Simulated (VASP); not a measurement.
# WS2 (Tungstenite) (P6_3/mmc) in VASP: a series of runs

The runs below take WS2 (Tungstenite) through single point, with PBE, PBEsol+U.

Everything below comes from runs of VASP 6.6.1. Logs are shortened: lines on timing, memory, paths and dates and some standing lists are left out, and cuts for length are marked.

## 1. The cell of the first run

The structure is hexagonal, space group P6_3/mmc (No. 194). Conventional cell: a = 3.188 Å, b = 3.188 Å, c = 14.866 Å, α = 90.00°, β = 90.00°, γ = 120.00°. W (site symmetry -6m2) has 6 S at 2.42 Å and 6 W at 3.19 Å within 3.2 Å. Within 3.2 Å of S (site symmetry 3m) lie 3 W at 2.42 Å and 7 S at 3.14 to 3.19 Å.

## 2. Single point, PBE

The input, INCAR:

```
ALGO     = Normal         # electronic algorithm
EDIFF    = 1E-6           # SCF threshold, eV
ENCUT    = 520            # plane-wave cutoff, eV
GGA      = PE             # functional
ISIF     = 2              # what is computed and relaxed
ISMEAR   = -1             # smearing method
LASPH    = T              # aspherical terms in the spheres
LCHARG   = T              # write CHGCAR
LELF     = T              # ELF
LREAL    = F              # projectors in reciprocal space
LVHAR    = T            
LWAVE    = F              # write WAVECAR
NBANDS   = 35             # bands
NELM     = 80             # most SCF steps
PREC     = Accurate       # precision mode
SIGMA    = 0.05           # smearing width, eV
```

The input, KPOINTS:

```
k-points
0
Gamma
  10 10 3
```

The input, POSCAR:

```
WS2
1.0
    3.1878938608      0.0000000000      0.0000000000
   -1.5939469304      2.7607970681      0.0000000000
    0.0000000000      0.0000000000     14.8662216950
W S
2 4
Direct
    0.6666666667      0.3333333333      0.7500000000
    0.3333333333      0.6666666667      0.2500000000
    0.6666666667      0.3333333333      0.3556965486
    0.3333333333      0.6666666667      0.8556965486
    0.6666666667      0.3333333333      0.1443034514
    0.3333333333      0.6666666667      0.6443034514
```

Potentials or basis: VASP PAW PBE potentials, release 64 (W_sv, S).

Run with:

```sh
$ cat potpaw_PBE.64/W_sv/POTCAR potpaw_PBE.64/S/POTCAR > POTCAR
$ mpirun -np 1 vasp_std > vasp.out
```

OUTCAR:

```text
EDIFF = 1E-6
   ENCUT = 520
   GGA = PE
   ISIF = 2
   ISMEAR = -1
   LASPH = T
   LREAL = F
   NELM = 80
   PREC = Accurate

 ion  position               nearest neighbor table
   1  0.667  0.333  0.750-   4 2.42   6 2.42   4 2.42   6 2.42   4 2.42   6 2.42
   2  0.333  0.667  0.250-   3 2.42   5 2.42   3 2.42   5 2.42   3 2.42   5 2.42
   3  0.667  0.333  0.356-   2 2.42   2 2.42   2 2.42
   4  0.333  0.667  0.856-   1 2.42   1 2.42   1 2.42
   5  0.667  0.333  0.144-   2 2.42   2 2.42   2 2.42
   6  0.333  0.667  0.644-   1 2.42   1 2.42   1 2.42

  LATTYP: Found a hexagonal cell.
 ALAT       =     3.1878938608
 C/A-ratio  =     4.6633364673

  Lattice vectors:

 A1 = (   3.1878938608,   0.0000000000,   0.0000000000)
 A2 = (  -1.5939469304,   2.7607970681,   0.0000000000)
 A3 = (   0.0000000000,   0.0000000000,  14.8662216950)

Analysis of symmetry for initial positions (statically):
=====================================================================
 Subroutine PRICEL returns:
 Original cell was already a primitive cell.

 Routine SETGRP: Setting up the symmetry group for a
 hexagonal supercell.

 Subroutine GETGRP returns: Found 24 space group operations
 (whereof 12 operations were pure point group operations)
 out of a pool of 24 trial point group operations.

The static configuration has the point symmetry D_3d.
 The point group associated with its full space group is D_6h.

Analysis of symmetry for dynamics (positions and initial velocities):
=====================================================================
 Subroutine PRICEL returns:
 Original cell was already a primitive cell.

 Routine SETGRP: Setting up the symmetry group for a
 hexagonal supercell.

 Subroutine GETGRP returns: Found 24 space group operations
 (whereof 12 operations were pure point group operations)
 out of a pool of 24 trial point group operations.

The dynamic configuration has the point symmetry D_3d.
 The point group associated with its full space group is D_6h.

 Subroutine INISYM returns: Found 24 space group operations
 (whereof 12 operations are pure point group operations),
 and found     1 'primitive' translations

[... 101 lines left out ...]
   NELM   =     80;   NELMIN=  2; NELMDL= -5     # of ELM steps
   EDIFF  = 0.1E-05   stopping-criterion for ELM
   LREAL  =      F    real-space projection
   EDIFFG = 0.1E-04   stopping-criterion for IOM
   NSW    =      0    number of steps for IOM
   IBRION =     -1    ionic relax: 0-MD 1-quasi-New 2-CG
   NFREE  =      0    steps in history (QN), initial steepest desc. (CG)
   ISIF   =      2    stress and relaxation
   ISYM   =      2    0-nonsym 1-usesym 2-fastsym
   POTIM  = 0.5000    time-step for ionic-motion
   TEBEG  =    0.0;   TEEND  =   0.0 temperature during run
   PSTRESS=    0.0 pullay stress
   NELECT =      52.0000    total number of electrons
   NUPDOWN=      -1.0000    fix difference up-down
   EMIN   =  10.00;   EMAX   =-10.00  energy-range for DOS
   EFERMI =   0.00;   METHOD = LEGACY
   ISMEAR =    -1;   SIGMA  =   0.05  broadening in eV -4-tet -1-fermi 0-gaus
   EFERMI_NEDOS =   21; number of points for ismear=-14 and -15
   IALGO  =     38    algorithm
   IMIX   =      4    mixing-type and parameters
     AMIX     =   0.40;   BMIX     =  1.00
     AMIX_MAG =   1.60;   BMIX_MAG =  1.00
  volume/ion in A,a.u.               =      21.81       147.16
  Fermi-wavevector in a.u.,A,eV,Ry     =   1.203639  2.274548 19.711402  1.448747
  Thomas-Fermi vector in A             =   2.339387
   LORBIT       =      0    0 simple, 1 ext, 2 COOP (PROOUT), +10 PAW based schemes
   GGA     = PE    functional components
   LHFCALC =     F    Hartree Fock is set to
   AEXX    =    0.0000 exact exchange contribution
   IVDW    =     0    specifies the selected vdW correction
   LEPSILON=     F    determine dielectric tensor
   LRPA    =     F    only Hartree local field effects (RPA)
 non-spin polarized calculation
  energy-cutoff  :      520.00
  volume of cell :      130.84
 maximum number of plane-waves:      3560
 NGX is ok and might be reduce to    24
   NGX = 11   NGY = 11   NGZ = 55

 number of electron      52.0000001 magnetization

 Free energy of the ion-electron system (eV)
  ---------------------------------------------------
  ext. energy  EPLUGINS =         0.00000000
  ---------------------------------------------------
  free energy    TOTEN  =       -47.36411351 eV

  energy without entropy =      -47.36411351  energy(sigma->0) =      -47.36411351

 E-fermi :   5.5007     XC(G=0):  -9.4964

 val. band max:        4.6822462933   @ k =   0.0000   0.0000   0.0000
 cond. band min:       6.4681451208   @ k =   0.2000   0.1000   0.0000
 fundamental gap:      1.7858988275
 Fermi energy:         5.5007118008

 k-point     1 :       0.0000    0.0000    0.0000
  band No.  band energies     occupation
      1     -69.5311      2.00000
      2     -69.5310      2.00000
      3     -33.7587      2.00000
      4     -33.7587      2.00000
      5     -33.6151      2.00000
      6     -33.6151      2.00000
[... 901 lines left out ...]
     34       9.0414      0.00000
     35      10.0799      0.00000

 [... further k-points ...]

------------------------ aborting loop because EDIFF is reached ----------------------------------------

  FORCE on cell =-STRESS in cart. coord.  units (eV):
  Direction    XX          YY          ZZ          XY          YZ          ZX
  --------------------------------------------------------------------------------------
  -------------------------------------------------------------------------------------
  Total       -0.0486055     -0.0486055     -0.0681464      0.0000000     -0.0000000      0.0000000
  in kB       -0.5951920     -0.5951920     -0.8344772      0.0000000     -0.0000000      0.0000000
  external PRESSURE =      -0.6749538 kB  Pullay stress =       0.0000000 kB

 VOLUME and BASIS-vectors are now :
 -----------------------------------------------------------------------------
  energy-cutoff  :      520.00
  volume of cell :      130.84
      direct lattice vectors                 reciprocal lattice vectors
     3.187893861  0.000000000  0.000000000     0.313686730  0.181107118  0.000000000
    -1.593946930  2.760797068  0.000000000     0.000000000  0.362214236  0.000000000
     0.000000000  0.000000000 14.866221695     0.000000000  0.000000000  0.067266587

 POSITION                                       TOTAL-FORCE (eV/Angst)
 -----------------------------------------------------------------------------------
      1.59395      0.92027     11.14967         0.000000      0.000000      0.000000
     -0.00000      1.84053      3.71656        -0.000000      0.000000      0.000000
      1.59395      0.92027      5.28786        -0.000000      0.000000     -0.002911
     -0.00000      1.84053     12.72097        -0.000000      0.000000     -0.002911
      1.59395      0.92027      2.14525        -0.000000     -0.000000      0.002911
     -0.00000      1.84053      9.57836         0.000000     -0.000000      0.002911
 -----------------------------------------------------------------------------------
    total drift:                                0.000000     -0.000000      0.000000

  FREE ENERGIE OF THE ION-ELECTRON SYSTEM (eV)
  ---------------------------------------------------
  free  energy   TOTEN  =       -47.3641135075 eV

  energy  without entropy=      -47.3641135055  energy(sigma->0) =      -47.36411351
```

OSZICAR:

```text
N       E                     dE             d eps       ncg     rms          rms(c)
DAV:   1     0.510784644249E+03    0.51078E+03   -0.28205E+04  2184   0.143E+03
DAV:   2    -0.170701924318E+02   -0.52785E+03   -0.50883E+03  2325   0.392E+02
DAV:   3    -0.492933051797E+02   -0.32223E+02   -0.31738E+02  2528   0.933E+01
DAV:   4    -0.501671487740E+02   -0.87384E+00   -0.87025E+00  2405   0.160E+01
DAV:   5    -0.501903143708E+02   -0.23166E-01   -0.23154E-01  2428   0.275E+00    0.367E+01
DAV:   6    -0.477409578278E+02    0.24494E+01   -0.89243E+00  2252   0.197E+01    0.157E+01
DAV:   7    -0.474996512005E+02    0.24131E+00   -0.25015E+00  2236   0.837E+00    0.654E+00
DAV:   8    -0.473644467071E+02    0.13520E+00   -0.36921E-01  2302   0.418E+00    0.182E+00
DAV:   9    -0.473661523937E+02   -0.17057E-02   -0.46254E-02  2384   0.110E+00    0.102E+00
DAV:  10    -0.473644542302E+02    0.16982E-02   -0.20176E-02  2315   0.908E-01    0.304E-01
DAV:  11    -0.473640392005E+02    0.41503E-03   -0.30696E-03  2127   0.324E-01    0.155E-01
DAV:  12    -0.473640550577E+02   -0.15857E-04   -0.18295E-04  2490   0.670E-02    0.407E-02
DAV:  13    -0.473641068452E+02   -0.51787E-04   -0.57653E-05  2113   0.411E-02    0.460E-02
DAV:  14    -0.473641121787E+02   -0.53335E-05   -0.20637E-05  2000   0.249E-02    0.174E-02
DAV:  15    -0.473641132835E+02   -0.11048E-05   -0.41435E-06  1940   0.130E-02    0.371E-03
DAV:  16    -0.473641135075E+02   -0.22392E-06   -0.42854E-07  1250   0.352E-03
   1 F= -.47364114E+02 E0= -.47364114E+02  d E =-.198683E-08
```

stdout:

```text
POSCAR found type information on POSCAR W S
 POSCAR found :  2 types and       6 ions
 scaLAPACK will be used
 LDA part: xc-table for (Slater+PW92), standard interpolation
 POSCAR, INCAR and KPOINTS ok, starting setup
 FFT: planning ... GRIDC
 FFT: planning ... GRID_SOFT
 FFT: planning ... GRID
 WAVECAR not read
 entering main loop
```

Wall time 4.2 min (1 thread of AMD EPYC 7R13, shared host); peak memory 0.26 GiB.

What came out:

```yaml
Free_energy: -47.3641 eV
Pressure: -0.1 GPa
Band_gap_on_the_k_mesh: 1.79 eV, indirect (least direct gap 2.14 eV)
```

Forces on the atoms (eV/Å):
```
W    0.000  0.000  0.000
W    0.000  0.000  0.000
S    0.000  0.000 -0.003
S    0.000  0.000 -0.003
S    0.000  0.000  0.003
S    0.000  0.000  0.003
```

Levels at points of the mesh, in eV from the valence-band top:
```csv
k point,band 22,band 23,band 24,band 25,band 26,band 27,band 28,band 29,band 30,band 31
"(0.00, 0.00, 0.00)",-1.79,-1.78,-1.78,-0.41,0.00,2.70,2.70,2.70,2.70,2.84
"(0.50, 0.00, 0.00)",-2.31,-1.45,-1.44,-1.10,-1.09,2.66,2.66,3.08,3.14,3.75
```

Caveat: spin-orbit coupling is left out, which moves the levels of the heavy elements; this functional lacks dispersion, which binds the layers, so the pressure and a relaxed spacing across them are unreliable. A k mesh can miss the band edges.

(Continued in part 2 of 2.)
